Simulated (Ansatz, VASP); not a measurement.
Si in VASP and in Ansatz

```
Si
1.0
     3.84386    0.00000    0.00000
    -1.92193    3.32888    0.00000
     0.00000    0.00000    6.31268
Si
4
Direct
  0.33333 0.66667 0.99954
  0.66667 0.33333 0.49954
  0.33333 0.66667 0.37446
  0.66667 0.33333 0.87446
```

Change from the starting cell: strained cell.

Alike in both runs: functional PBEsol; k mesh 9 × 9 × 6; occupations gaussian, width 0.01 eV; no spin polarisation.

Ansatz relaxed the structure, and its values are those at the end. VASP's run is a single point on that final structure, the one shown.

|  | VASP | Ansatz |
| --- | --- | --- |
| version | VASP 6.6.1 | Ansatz 0.2.0 |
| potentials or method | VASP PAW PBE potentials, release 64 (Si), cutoff 520 eV | scalar-relativistic, plane waves, PAW |
| valence electrons in the cell | 16 | 16 |

Ansatz gave:

- gap on the k mesh at the Fermi level (eV): 0.33
- least direct gap on the mesh (eV): 0.88
- pressure (GPa): -0.7

**Question.** Which values does VASP return?

**Answer.** gap on the k mesh at the Fermi level (eV): 0.32; least direct gap on the mesh (eV): 0.88; pressure (GPa): -0.6.

VASP's potentials were made for PBE, not for PBEsol, and Ansatz warns of the same on its side. The functional is the same, so the differences come from potentials, cutoffs and numerics. Ansatz's warnings: stress scf threshold loose.
